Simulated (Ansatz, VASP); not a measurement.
Re: VASP beside Ansatz

File INCAR:

```
SYSTEM = Re
PREC = Accurate
ENCUT = 520
EDIFF = 1E-8
ISMEAR = -1
SIGMA = 0.03
LREAL = .False.
LASPH = .True.
NELM = 60
ALGO = Normal
ISIF = 2
LWAVE = .False.
LCHARG = .False.
LEFG = .True.
NBANDS = 10
```

The input KPOINTS:

```
Automatic mesh
0
Gamma
  14 14 14
  0 0 0
```

File POSCAR:

```
Re
1.0
   -0.0592500000      1.9453750000      1.9453750000
    1.9453750000     -0.0592500000      1.9453750000
    1.9453750000      1.9453750000     -0.0592500000
Re
1
Direct
    0.0000000000      0.0000000000      0.0000000000
```

Input for Ansatz:

```yaml
crystal:
  lattice:
    - [-0.05925, 1.945375, 1.945375]
    - [1.945375, -0.05925, 1.945375]
    - [1.945375, 1.945375, -0.05925]
  atoms:
    - { symbol: Re, position: [0.0, 0.0, 0.0] }
kpoints:
  mp_grid: { grid: [14, 14, 14] }
scf:
  occupations: { method: fermi_dirac, width: 0.03 }
hamiltonian:
  xc: lda
  pseudopotentials: { kind: paw }
output:
  forces: true
  stress: true
  eigenvalues: true
  efg: { contact_densities: true }
```

Change from the starting cell: equal xy, yz and zx shear strains of -3 %, PAW files.

Alike in both runs: task electric field gradients; functional LDA; k mesh 14 × 14 × 14; occupations fermi-dirac, width 0.03 eV; no spin polarisation.

```csv
,VASP,Ansatz
version,VASP 6.6.1,Ansatz 0.2.0
potentials or method,"VASP PAW LDA potentials, release 64 (Re)","PAW with Ansatz's default frozen-core files, scalar-relativistic"
plane-wave cutoff (eV),520,420
valence electrons in the cell,7,15
```

```csv
,VASP,Ansatz,Ansatz less VASP
pressure (GPa),-22.3,-23.0,-0.70
"traceless stress, the component that is largest in VASP (GPa)",4.78,4.85,+0.076
size of Vzz on the site where it differs most (V/Å²),80.9,71.7,-9.22
```

LDA's correlation is that of Perdew and Zunger in VASP and of Perdew and Wang (1992) in Ansatz. VASP's potentials hold 7 valence electrons a cell and Ansatz's 15, so a difference there can come from the potentials and not from the codes.

Neither program's run includes spin-orbit coupling.
